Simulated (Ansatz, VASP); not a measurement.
## GaAs in VASP and in Ansatz

```
CELL_PARAMETERS angstrom
4.01282 0.00000 0.00000
-2.00641 3.47521 0.00000
0.00000 0.00000 33.49817
ATOMIC_POSITIONS crystal
Ga 0.00000 0.00000 0.24147
Ga 0.00000 0.00000 0.32572
As 0.33333 0.66667 0.21957
As 0.66667 0.33333 0.34762
```

Change from the starting cell: species swapped into a sheet of the GaS type.

Alike in both runs: functional PBE; k mesh 6 × 6 × 1; occupations gaussian, width 0.1 eV; no spin polarisation.

Ansatz relaxed the structure, and its values are those at the end. VASP's run is a single point on that final structure, the one shown.

```csv
,VASP,Ansatz
version,VASP 6.6.1,Ansatz 0.2.0
potentials or method,"VASP PAW PBE potentials, release 64 (Ga_d, As), cutoff 520 eV","scalar-relativistic, plane waves, PAW"
valence electrons in the cell,36,56
```

|  | VASP | Ansatz | Ansatz less VASP |
| --- | --- | --- | --- |
| gap on the k mesh at the Fermi level (eV) | none | none | - |
| rms of the force components (eV/Å) | 0.014 | 0.011 | -0.0038 |

A gap of «none» marks a metal or a gap that the smearing closes. With one functional, cell and mesh, what is left measures potentials, basis and numerics. VASP's potentials hold 36 valence electrons a cell and Ansatz's 56, so a difference there can come from the potentials and not from the codes. Ansatz's warnings: slab cell height set, structure snapped to symmetry.
